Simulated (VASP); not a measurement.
# Sc (P6_3/mmc) in VASP: a series of runs, part 2 of 2

VASP 6.6.1.

## (3) Single point, r2SCAN

Contents of POSCAR:

```
Sc
1.0
    3.3280716152      0.0000000000      0.0000000000
   -1.6640358076      2.8821945644      0.0000000000
    0.0000000000      0.0000000000      5.2121495536
Sc
2
Direct
    0.3333333333      0.6666666667      0.2500000000
    0.6666666667      0.3333333333      0.7500000000
```

Contents of INCAR.step1:

```
SYSTEM = Sc
ALGO = Normal
EDIFF = 1E-4
ENCUT = 520
GGA = PE
ISMEAR = 0
LASPH = .TRUE.
LCHARG = .FALSE.
LREAL = .FALSE.
LWAVE = .TRUE.
NBANDS = 18
NELM = 60
PREC = Accurate
SIGMA = 0.1
```

Contents of INCAR.step2:

```
SYSTEM = Sc
ALGO = Normal
EDIFF = 1E-6
ENCUT = 520
ISIF = 2
ISMEAR = 0
ISTART = 1
LASPH = .TRUE.
LCHARG = .FALSE.
LMIXTAU = .TRUE.
LREAL = .FALSE.
LWAVE = .FALSE.
METAGGA = R2SCAN
NBANDS = 18
NELM = 60
PREC = Accurate
SIGMA = 0.1
```

Contents of KPOINTS:

```
k-points
0
G
  11 11 6
  0 0 0
```

Potentials or basis: VASP PAW PBE potentials, release 64 (Sc_sv).

The run is started by

```console
cat potpaw_PBE.64/Sc_sv/POTCAR > POTCAR
cp INCAR.step1 INCAR
mpirun -np 1 vasp_std > vasp.out
cp INCAR.step2 INCAR
mpirun -np 1 vasp_std > vasp.out
```

Run time: 93 s. Hardware: 1 thread of Intel Xeon 6975P-C (Granite Rapids), shared host; peak memory 0.2 GiB.

It converged, with:

```
Free energy            : -22.7213 eV
Pressure               : 0.0 GPa
Band gap on the k mesh : zero (bands 11 and 12 overlap by 1.52 eV)
```

Stress tensor (GPa, compression positive):
```
 0.11  0.00  0.00
 0.00  0.11  0.00
 0.00  0.00 -0.18
```

Levels at points of the mesh, in eV from the Fermi level:
```
           k point  band 7  band 8  band 9  band 10  band 11  band 12  band 13  band 14  band 15  band 16
(0.00, 0.00, 0.00)  -29.00  -28.98   -5.48    -1.69     0.39     1.79     1.79     2.03     2.26     2.26
(0.00, 0.00, 0.50)  -29.03  -29.03   -3.88    -3.88     1.07     1.07     1.72     1.72     1.72     1.72
```

Caveat: the PAW data sets were made with another functional, which shifts forces and pressure a little.

## (4) Single point, r2SCAN

POSCAR is that of step 3.

Contents of INCAR.step1:

```
  ALGO = Normal
  EDIFF = 1E-4
  ENCUT = 520
  GGA = PE
  ISMEAR = 0
  LASPH = T
  LCHARG = F
  LREAL = F
  LWAVE = T
  NBANDS = 18
  NELM = 60
  PREC = Accurate
  SIGMA = 0.2
```

Contents of INCAR.step2:

```
  ALGO = Normal
  EDIFF = 1E-7
  ENCUT = 520
  ISIF = 2
  ISMEAR = 0
  ISTART = 1
  LASPH = T
  LCHARG = T
  LELF = T
  LMIXTAU = T
  LREAL = F
  LVHAR = T
  LWAVE = F
  METAGGA = R2SCAN
  NBANDS = 18
  NELM = 60
  PREC = Accurate
  SIGMA = 0.2
```

Contents of KPOINTS:

```
k-points
0
Gamma
  11 11 6
```

Potentials or basis: VASP PAW PBE potentials, release 64 (Sc_sv).

The run is started by

```console
cat potpaw_PBE.64/Sc_sv/POTCAR > POTCAR
cp INCAR.step1 INCAR
mpirun -np 1 vasp_std > vasp.out
cp INCAR.step2 INCAR
mpirun -np 1 vasp_std > vasp.out
```

OUTCAR:

```text
EDIFF = 1E-7
   ENCUT = 520
   ISIF = 2
   ISMEAR = 0
   ISTART = 1
   LASPH = T
   LREAL = F
   METAGGA = R2SCAN
   NELM = 60
   PREC = Accurate

 ion  position               nearest neighbor table
   1  0.333  0.667  0.250-   2 3.24   2 3.24   2 3.24   2 3.24   2 3.24   2 3.24
   2  0.667  0.333  0.750-   1 3.24   1 3.24   1 3.24   1 3.24   1 3.24   1 3.24

  LATTYP: Found a hexagonal cell.
 ALAT       =     3.3280716152
 C/A-ratio  =     1.5661170060

  Lattice vectors:

 A1 = (   3.3280716152,   0.0000000000,   0.0000000000)
 A2 = (  -1.6640358076,   2.8821945644,   0.0000000000)
 A3 = (   0.0000000000,   0.0000000000,   5.2121495536)

Analysis of symmetry for initial positions (statically):
=====================================================================
 Subroutine PRICEL returns:
 Original cell was already a primitive cell.

 Routine SETGRP: Setting up the symmetry group for a
 hexagonal supercell.

 Subroutine GETGRP returns: Found 24 space group operations
 (whereof 12 operations were pure point group operations)
 out of a pool of 24 trial point group operations.

[... 162 lines left out ...]

  energy without entropy =      -22.67330612  energy(sigma->0) =      -22.71214624

 E-fermi :   3.6353     XC(G=0): -10.5443

 val. band max:        3.6283121340   @ k =   0.2727   0.0909   0.3333
 cond. band min:       3.6382858938   @ k =   0.2727   0.2727   0.3333
 fundamental gap:      0.0099737598
 Fermi energy:         3.6352694957

 k-point     1 :       0.0000    0.0000    0.0000
  band No.  band energies     occupation
      1     -47.9170      2.00000
      2     -47.8486      2.00000
      3     -25.7734      2.00000
      4     -25.4242      2.00000
      5     -25.4242      2.00000
      6     -25.3609      2.00000
[... 481 lines left out ...]
      5     -25.5098      2.00000
      6     -25.4562      2.00000
[... 10 lines left out ...]
     17       6.5308      0.00000
     18       6.7796      0.00000

 [... further k-points ...]

------------------------ aborting loop because EDIFF is reached ----------------------------------------

  FORCE on cell =-STRESS in cart. coord.  units (eV):
  Direction    XX          YY          ZZ          XY          YZ          ZX
  --------------------------------------------------------------------------------------
  -------------------------------------------------------------------------------------
  Total        0.0519545      0.0519545      0.0162073      0.0000000      0.0000000     -0.0000000
  in kB        1.6649477      1.6649477      0.5193827      0.0000000      0.0000000     -0.0000000
  external PRESSURE =       1.2830927 kB  Pullay stress =       0.0000000 kB

 VOLUME and BASIS-vectors are now :
 -----------------------------------------------------------------------------
  energy-cutoff  :      520.00
  volume of cell :       50.00
      direct lattice vectors                 reciprocal lattice vectors
     3.328071615  0.000000000  0.000000000     0.300474303  0.173478920  0.000000000
    -1.664035808  2.882194564  0.000000000     0.000000000  0.346957840  0.000000000
     0.000000000  0.000000000  5.212149554     0.000000000  0.000000000  0.191859422

 POSITION                                       TOTAL-FORCE (eV/Angst)
 -----------------------------------------------------------------------------------
     -0.00000      1.92146      1.30304         0.000000      0.000000      0.000000
      1.66404      0.96073      3.90911        -0.000000     -0.000000      0.000000
 -----------------------------------------------------------------------------------
    total drift:                               -0.000000      0.000000     -0.000000

  FREE ENERGIE OF THE ION-ELECTRON SYSTEM (eV)
  ---------------------------------------------------
  free  energy   TOTEN  =       -22.7509863524 eV

  energy  without entropy=      -22.6733061209  energy(sigma->0) =      -22.71214624
```

OUTCAR.step1:

```text
EDIFF = 1E-4
   ENCUT = 520
   GGA = PE
   ISMEAR = 0
   LASPH = T
[... 728 lines left out ...]
 -----------------------------------------------------------------------------------
     -0.00000      1.92146      1.30304        -0.000000     -0.000000      0.000000
      1.66404      0.96073      3.90911         0.000000      0.000000      0.000000
 -----------------------------------------------------------------------------------
    total drift:                               -0.000000      0.000000     -0.000000

  FREE ENERGIE OF THE ION-ELECTRON SYSTEM (eV)
  ---------------------------------------------------
  free  energy   TOTEN  =       -12.5379684013 eV

  energy  without entropy=      -12.4555977792  energy(sigma->0) =      -12.49678309
```

Run time: 2 min. Hardware: 1 thread of Intel Xeon 6975P-C (Granite Rapids), shared host; peak memory 0.2 GiB.

Results:

```yaml
Free_energy: -22.7510 eV
Pressure: 0.1 GPa
Band_gap_on_the_k_mesh: zero (bands 11 and 12 overlap by 1.52 eV)
```

Caveat: the PAW data sets were made with another functional, which shifts forces and pressure a little.

## (5) Single point, r2SCAN

POSCAR is that of step 4.

Contents of INCAR.step1:

```
SYSTEM = Sc
PREC = Accurate
ENCUT = 520
ISMEAR = 0
SIGMA = 0.3
LREAL = .False.
LASPH = .True.
NELM = 80
NBANDS = 18
GGA = PE
ALGO = Normal
EDIFF = 1E-4
LWAVE = .True.
LCHARG = .False.
```

Contents of INCAR.step2:

```
SYSTEM = Sc
PREC = Accurate
ENCUT = 520
EDIFF = 1E-7
ISMEAR = 0
SIGMA = 0.3
LREAL = .False.
LASPH = .True.
NELM = 80
ALGO = Normal
ISIF = 2
LWAVE = .False.
LCHARG = .True.
METAGGA = R2SCAN
LMIXTAU = .True.
LELF = .True.
LVHAR = .True.
NBANDS = 18
ISTART = 1
```

Contents of KPOINTS:

```
regular mesh
0
Gamma
  11 11 6
  0 0 0
```

The run is started by

```console
cat potpaw_PBE.64/Sc_sv/POTCAR > POTCAR
cp INCAR.step1 INCAR
mpirun -np 1 vasp_std > vasp.out
cp INCAR.step2 INCAR
mpirun -np 1 vasp_std > vasp.out
```

Run time: 2.3 min. Hardware: 1 thread of Intel Xeon 6975P-C (Granite Rapids), shared host; peak memory 0.2 GiB.

The run converged. Its results:

```yaml
Free_energy: -22.7978 eV
Pressure: 0.3 GPa
Band_gap_on_the_k_mesh: zero (bands 11 and 12 overlap by 1.52 eV)
```

Stress tensor (GPa, compression positive):
```
0.21 0.00 0.00
0.00 0.21 0.00
0.00 0.00 0.35
```

Levels at points of the mesh, in eV from the Fermi level:
```csv
k point,band 9,band 10,band 11,band 12,band 13,band 14
"(0.00, 0.00, 0.00)",-5.48,-1.69,0.39,1.80,1.80,2.03
"(0.00, 0.00, 0.50)",-3.88,-3.88,1.07,1.07,1.72,1.72
```

Caveat: so wide a smearing shifts energies and pressures; the PAW data sets were made with another functional, which shifts forces and pressure a little.

## (6) Single point, r2SCAN

POSCAR is that of step 5.

Contents of INCAR.step1:

```
SYSTEM = Sc
  ALGO = Normal
  EDIFF = 1E-4
  ENCUT = 520
  GGA = PE
  ISMEAR = 0
  LASPH = .True.
  LCHARG = .False.
  LREAL = .False.
  LWAVE = .True.
  NBANDS = 18
  NELM = 100
  PREC = Accurate
  SIGMA = 0.6
```

Contents of INCAR.step2:

```
SYSTEM = Sc
  ALGO = Normal
  EDIFF = 1E-6
  ENCUT = 520
  ISIF = 2
  ISMEAR = 0
  ISTART = 1
  LASPH = .True.
  LCHARG = .False.
  LMIXTAU = .True.
  LREAL = .False.
  LWAVE = .False.
  METAGGA = R2SCAN
  NBANDS = 18
  NELM = 100
  PREC = Accurate
  SIGMA = 0.6
```

Contents of KPOINTS:

```
k-points
0
Gamma
  11 11 6
  0 0 0
```

Potentials or basis: VASP PAW PBE potentials, release 64 (Sc_sv).

The run is started by

```console
cat potpaw_PBE.64/Sc_sv/POTCAR > POTCAR
cp INCAR.step1 INCAR
mpirun -np 1 vasp_std > vasp.out
cp INCAR.step2 INCAR
mpirun -np 1 vasp_std > vasp.out
```

It took 98 s on 1 thread of Intel Xeon 6975P-C (Granite Rapids), shared host; peak memory 0.2 GiB.

The run converged. Its results:

```
Free energy            : -23.0172 eV
Pressure               : 0.8 GPa
Band gap on the k mesh : zero (bands 11 and 12 overlap by 1.52 eV)
```

Stress tensor (GPa, compression positive):
```
0.50 0.00 0.00
0.00 0.50 0.00
0.00 0.00 1.26
```

Levels at points of the mesh, in eV from the Fermi level:
```tsv
k point	band 9	band 10	band 11	band 12	band 13	band 14
(0.00, 0.00, 0.00)	-5.51	-1.72	0.35	1.78	1.78	2.01
(0.00, 0.00, 0.50)	-3.91	-3.91	1.04	1.04	1.70	1.70
```

Caveat: so wide a smearing shifts energies and pressures; the PAW data sets were made with another functional, which shifts forces and pressure a little.

## (7) The runs side by side

| smearing | gap on the mesh (eV) | pressure (GPa) |
| --- | --- | --- |
| gaussian 0.03 eV | none | -0.1 |
| gaussian 0.1 eV | none | 0.0 |
| gaussian 0.2 eV | none | 0.1 |
| gaussian 0.3 eV | none | 0.3 |
| gaussian 0.6 eV | none | 0.8 |

Alike in all rows: task single point; level r2SCAN; potentials or basis VASP PAW PBE potentials, release 64 (Sc_sv); no spin polarisation; cell as given; k mesh 11 × 11 × 6; cutoff (eV) 520.

Caveats: the PAW data sets were made with another functional, which shifts forces and pressure a little; so wide a smearing shifts energies and pressures (at least some runs).

Absolute energies hang on the potentials; compare differences alone.
